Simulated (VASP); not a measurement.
SnTe, 2 atoms in the cell. The structure is cubic, space group Fm-3m (No. 225). The conventional cell has a = 6.497 Å, b = 6.497 Å, c = 6.497 Å, α = 90.00°, β = 90.00°, γ = 90.00°. Sn (site symmetry m-3m) has 6 Te at 3.25 Å within 4.3 Å. Within 4.3 Å of Te (site symmetry m-3m) lie 6 Sn at 3.25 Å. 

| Item | Value |
| --- | --- |
| Program | VASP 6.6.1 |
| Task | relaxation of the atoms |
| Functional | r2SCAN |
| Potentials or basis | VASP PAW PBE potentials, release 64 (Sn_d, Te) |
| Cutoff | 520 eV |
| k mesh | 9 × 9 × 9 |
| Occupations | fermi-dirac, width 0.1 eV |
| Spin | no spin polarisation |
| Dipole correction | no |
| Further INCAR settings | ALGO = Normal; EDIFF = 1e-06; IBRION = 2; EDIFFG = -0.01; NSW = 50 |

Potentials or basis: VASP PAW PBE potentials, release 64 (Sn_d, Te).

The run is started by

```bash
$ cat potpaw_PBE.64/Sn_d/POTCAR potpaw_PBE.64/Te/POTCAR > POTCAR
$ cp INCAR.step1 INCAR
$ mpirun -np 1 vasp_std > vasp.out
$ cp INCAR.step2 INCAR
$ mpirun -np 1 vasp_std > vasp.out
```

Hardware: 1 thread of Oxide Virtual Turin-like Processor, with other jobs on the host.

Estimate the wall time of this run.

Wall time 4.3 min on 1 thread of Oxide Virtual Turin-like Processor (shared host), peak memory 0.2 GiB. Counts: k points 35, ion steps 1.
